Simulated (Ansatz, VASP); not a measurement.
Two plane-wave programs on CaO

INCAR

```
  PREC = Accurate
  ENCUT = 520
  EDIFF = 1E-6
  ISMEAR = 0
  SIGMA = 0.1
  LREAL = F
  LASPH = T
  NELM = 100
  ALGO = Normal
  ISIF = 2
  LWAVE = F
  LCHARG = F
  GGA = PE
  NBANDS = 42
```

Contents of KPOINTS:

```
regular mesh
0
Gamma
  4 4 4
```

File POSCAR:

```
CaO
1.0
   -3.5185034900      3.5185034900      3.5185034900
    3.5185034900     -3.5185034900      3.5185034900
    3.5185034900      3.5185034900     -3.5185034900
Ca O
4 4
Direct
    0.3253069500      0.0000000000      0.0000000000
    0.6746930500      0.6746930500      0.6746930500
    0.0000000000      0.3253069500      0.0000000000
    0.0000000000      0.0000000000      0.3253069500
    0.0000000000      0.6746930500      0.0000000000
    0.3253069500      0.3253069500      0.3253069500
    0.6746930500      0.0000000000      0.0000000000
    0.0000000000      0.0000000000      0.6746930500
```

Input for Ansatz:

```yaml
crystal:
  lattice:
    - [-3.51850349, 3.51850349, 3.51850349]
    - [3.51850349, -3.51850349, 3.51850349]
    - [3.51850349, 3.51850349, -3.51850349]
  atoms:
    - { symbol: Ca, position: [0.32530695, 0.0, 0.0] }
    - { symbol: Ca, position: [0.67469305, 0.67469305, 0.67469305] }
    - { symbol: Ca, position: [0.0, 0.32530695, 0.0] }
    - { symbol: Ca, position: [0.0, 0.0, 0.32530695] }
    - { symbol: O, position: [0.0, 0.67469305, 0.0] }
    - { symbol: O, position: [0.32530695, 0.32530695, 0.32530695] }
    - { symbol: O, position: [0.67469305, 0.0, 0.0] }
    - { symbol: O, position: [0.0, 0.0, 0.67469305] }
basis:
  ecutwfc: 420
kpoints:
  mp_grid: { grid: [4, 4, 4] }
hamiltonian:
  xc: pbe
scf:
  occupations: { method: gaussian, width: 0.1 }
  lower_state_search: "off"
output:
  forces: true
  stress: true
  eigenvalues: true
```

Alike in both runs: task single point; functional PBE; k mesh 4 × 4 × 4; occupations gaussian, width 0.1 eV; no spin polarisation.

|  | VASP | Ansatz |
| --- | --- | --- |
| version | VASP 6.6.1 | Ansatz 0.2.0 |
| potentials or method | VASP PAW PBE potentials, release 64 (Ca_sv, O), cutoff 520 eV | scalar-relativistic, plane waves, PAW |
| valence electrons in the cell | 64 | 64 |

```csv
,VASP,Ansatz,Ansatz less VASP
gap on the k mesh at the Fermi level (eV),2.47,2.48,+0.016
least direct gap on the mesh (eV),2.58,2.60,+0.019
pressure (GPa),2.9,2.5,-0.42
rms of the force components (eV/Å),0.316,0.312,-0.0038
```

Atom by atom the forces differ by 0.004 eV/Å (rms over components). With one functional, cell and mesh, what is left measures potentials, basis and numerics.
